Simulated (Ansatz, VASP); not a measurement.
Two plane-wave programs on TiCo

```
CELL_PARAMETERS angstrom
2.98520 0.00000 0.00000
0.00000 2.98520 0.00000
0.00000 0.00000 2.98520
ATOMIC_POSITIONS crystal
Ti 0.00000 0.00000 0.00000
Co 0.50000 0.50000 0.50000
```

Alike in both runs: functional PBE; k mesh 18 × 18 × 18; occupations gaussian, width 0.1 eV; collinear spin.

Ansatz relaxed the structure, and its values are those at the end. VASP's run is a single point on that final structure, the one shown.

|  | VASP | Ansatz |
| --- | --- | --- |
| version | VASP 6.6.1 | Ansatz 0.2.0 |
| potentials or method | VASP PAW PBE potentials, release 64 (Ti_sv, Co), cutoff 520 eV | scalar-relativistic, plane waves, PAW |
| valence electrons in the cell | 21 | 29 |

|  | VASP | Ansatz | Ansatz less VASP |
| --- | --- | --- | --- |
| gap on the k mesh at the Fermi level (eV) | none | none | - |
| pressure (GPa) | -0.5 | 0.0 | +0.47 |
| net moment per atom (μB) | 0.43 | 0.43 | +0.006 |
| size of the moment on the site where the two differ most (μB) | 0.94 | 0.98 | +0.034 |

Site moments also hang on the region over which each program counts them. A gap of «none» marks a metal or a gap that the smearing closes. VASP's potentials hold 21 valence electrons a cell and Ansatz's 29, so a difference there can come from the potentials and not from the codes.
